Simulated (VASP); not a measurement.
# BN (I-4m2) in VASP: a series of runs, part 2 of 2

VASP 6.6.1.

### Step 4. Single point, LDA

This run uses another cell than the first one, of the same volume but with other edges.

Contents of INCAR:

```
PREC = Accurate
ENCUT = 520
EDIFF = 1E-7
ISMEAR = 0
SIGMA = 0.05
LREAL = False
LASPH = True
NELM = 100
ALGO = Normal
ISIF = 2
LWAVE = False
LCHARG = True
GGA = CA
LELF = True
LVHAR = True
NBANDS = 11
```

Contents of KPOINTS:

```
Automatic mesh
0
Gamma
  12 12 12
```

Contents of POSCAR:

```
BN
1.0
    0.0000000000      1.6611808892      2.1595351560
    1.6611808892      0.0000000000      2.1595351560
    1.6611808892      1.6611808892      0.0000000000
B N
1 1
Direct
    0.0000000000      0.0000000000      0.0000000000
    0.7500000000      0.7500000000      0.7500000000
```

Potentials or basis: VASP PAW LDA potentials, release 64 (B, N).

Launch:

```bash
$ cat potpaw_LDA.64/B/POTCAR potpaw_LDA.64/N/POTCAR > POTCAR
$ mpirun -np 1 vasp_std > vasp.out
```

OUTCAR:

```text
PREC = Accurate
   ENCUT = 520
   EDIFF = 1E-7
   ISMEAR = 0
   LREAL = False
   LASPH = True
   NELM = 100
   ISIF = 2
   GGA = CA

 ion  position               nearest neighbor table
   1  0.000  0.000  0.000-   2 1.60   2 1.60   2 1.60   2 1.60
   2  0.750  0.750  0.750-   1 1.60   1 1.60   1 1.60   1 1.60

  LATTYP: Found a body centered tetragonal cell.
 ALAT       =     2.3492645431
 C/A-ratio  =     1.8384776311

  Lattice vectors:

 A1 = (  -1.6611808892,   0.0000000000,   2.1595351560)
 A2 = (   1.6611808892,   0.0000000000,   2.1595351560)
 A3 = (   0.0000000000,   1.6611808892,  -2.1595351560)

Analysis of symmetry for initial positions (statically):
=====================================================================
 Subroutine PRICEL returns:
 Original cell was already a primitive cell.

 Routine SETGRP: Setting up the symmetry group for a
 body centered tetragonal supercell.

 Subroutine GETGRP returns: Found  8 space group operations
 (whereof  8 operations were pure point group operations)
 out of a pool of 16 trial point group operations.

The static configuration has the point symmetry D_2d.

Analysis of symmetry for dynamics (positions and initial velocities):
=====================================================================
 Subroutine PRICEL returns:
 Original cell was already a primitive cell.

 Routine SETGRP: Setting up the symmetry group for a
 body centered tetragonal supercell.

 Subroutine GETGRP returns: Found  8 space group operations
 (whereof  8 operations were pure point group operations)
 out of a pool of 16 trial point group operations.

The dynamic configuration has the point symmetry D_2d.

 Subroutine INISYM returns: Found  8 space group operations
 (whereof  8 operations are pure point group operations),
 and found     1 'primitive' translations

----------------------------------------------------------------------------------------

[... 119 lines left out ...]
   AEXX    =    0.0000 exact exchange contribution
   IVDW    =     0    specifies the selected vdW correction
   LEPSILON=     F    determine dielectric tensor
   LRPA    =     F    only Hartree local field effects (RPA)
 non-spin polarized calculation
 Gauss-broadening in eV      SIGMA  =   0.05
  energy-cutoff  :      520.00
  volume of cell :       11.92
 maximum number of plane-waves:       336
   NGX = 11   NGY = 11   NGZ =  9

 number of electron       8.0000000 magnetization

 Free energy of the ion-electron system (eV)
  ---------------------------------------------------
  ext. energy  EPLUGINS =         0.00000000
  ---------------------------------------------------
  free energy    TOTEN  =       -18.11053613 eV

  energy without entropy =      -18.11053613  energy(sigma->0) =      -18.11053613

 E-fermi :   9.1534     XC(G=0): -13.1136

 val. band max:        8.7682199435   @ k =  -0.0833   0.0833   0.0000
 cond. band min:      10.5801026144   @ k =   0.5000   0.0000   0.5000
 fundamental gap:      1.8118826709
 Fermi energy:         9.1533857879

 k-point     1 :       0.0000    0.0000    0.0000
  band No.  band energies     occupation
      1     -12.5389      2.00000
      2       4.9270      2.00000
      3       8.7139      2.00000
      4       8.7139      2.00000
      5      16.0007      0.00000
      6      16.0007      0.00000
      7      16.3645      0.00000
      8      17.8408      0.00000
      9      26.9374      0.00000
     10      29.5051      0.00000
     11      32.2373      0.00000
[... 309 lines left out ...]
 k-point    24 :      -0.4167    0.1667    0.0000
  band No.  band energies     occupation
      1      -7.7760      2.00000
      2      -2.5591      2.00000
      3       1.2615      2.00000
      4       7.5137      2.00000
      5      15.1879      0.00000
      6      20.1597      0.00000
      7      20.3981      0.00000
      8      22.2968      0.00000
      9      29.8689      0.00000
     10      31.6650      0.00000
     11      33.8504      0.00000

 [... further k-points ...]

------------------------ aborting loop because EDIFF is reached ----------------------------------------

  FORCE on cell =-STRESS in cart. coord.  units (eV):
  Direction    XX          YY          ZZ          XY          YZ          ZX
  --------------------------------------------------------------------------------------
  -------------------------------------------------------------------------------------
  Total        4.4660851      4.4660851    -11.5415978      0.0000000     -0.0000000      0.0000000
  in kB      600.3623520    600.3623520  -1551.5021877      0.0000000     -0.0000000      0.0000000
  external PRESSURE =    -116.9258279 kB  Pullay stress =       0.0000000 kB

 VOLUME and BASIS-vectors are now :
 -----------------------------------------------------------------------------
  energy-cutoff  :      520.00
  volume of cell :       11.92
      direct lattice vectors                 reciprocal lattice vectors
     0.000000000  1.661180889  2.159535156    -0.300990701  0.300990701  0.231531308
     1.661180889  0.000000000  2.159535156     0.300990701 -0.300990701  0.231531308
     1.661180889  1.661180889  0.000000000     0.300990701  0.300990701 -0.231531308

 POSITION                                       TOTAL-FORCE (eV/Angst)
 -----------------------------------------------------------------------------------
      0.00000      0.00000      0.00000         0.000000      0.000000      0.000000
      2.49177      2.49177      3.23930        -0.000000     -0.000000     -0.000000
 -----------------------------------------------------------------------------------
    total drift:                                0.000000      0.000000     -0.000001

  FREE ENERGIE OF THE ION-ELECTRON SYSTEM (eV)
  ---------------------------------------------------
  free  energy   TOTEN  =       -18.1105361252 eV

  energy  without entropy=      -18.1105361252  energy(sigma->0) =      -18.11053613
```

Wall time 20 s (1 thread of Intel Xeon 8259CL, shared host); peak memory 0.13 GiB.

What came out:

```yaml
Free_energy: -18.1105 eV
Pressure: -11.7 GPa
Band_gap_on_the_k_mesh: 1.81 eV, indirect (least direct gap 4.55 eV)
```

Stress tensor (GPa, compression positive):
```
  60.04    0.00    0.00
   0.00   60.04    0.00
   0.00    0.00 -155.15
```

Levels at points of the mesh, in eV from the valence-band top:
```
           k point  band 1  band 2  band 3  band 4  band 5  band 6  band 7  band 8  band 9
(0.00, 0.00, 0.00)  -21.31   -3.84   -0.05   -0.05    7.23    7.23    7.60    9.07   18.17
(0.50, 0.00, 0.00)  -16.81  -11.83   -5.36   -0.78    3.77   10.45   12.91   13.36   20.79
(0.50, 0.50, 0.00)  -17.51  -12.47   -3.48   -3.48    6.56   11.82   15.07   15.07   15.17
(0.50, 0.00, 0.50)  -14.41   -8.79   -6.91   -6.85    1.81    6.16   12.39   15.35   18.71
```

 A k mesh can miss the band edges.

### Step 5. Summary

```csv
cell,gap on the mesh (eV),pressure (GPa)
"a = 2.665, b = 2.665, c = 2.413 Å, angles 63.1, 63.1, 53.8°, 2 atoms",2.66,-12.9
"a = 2.498, b = 2.498, c = 2.785 Å, angles 56.1, 56.1, 67.8°, 2 atoms",1.14,-15.2
"a = 2.725, b = 2.725, c = 2.349 Å, angles 64.5, 64.5, 51.1°, 2 atoms",1.81,-11.7
```

Alike in all rows: task single point; level LDA; potentials or basis VASP PAW LDA potentials, release 64 (B, N); no spin polarisation; k mesh 12 × 12 × 12; cutoff (eV) 520; smearing gaussian 0.05 eV.

Total energies depend on the potentials used, so only differences within one code and one set of settings carry meaning.
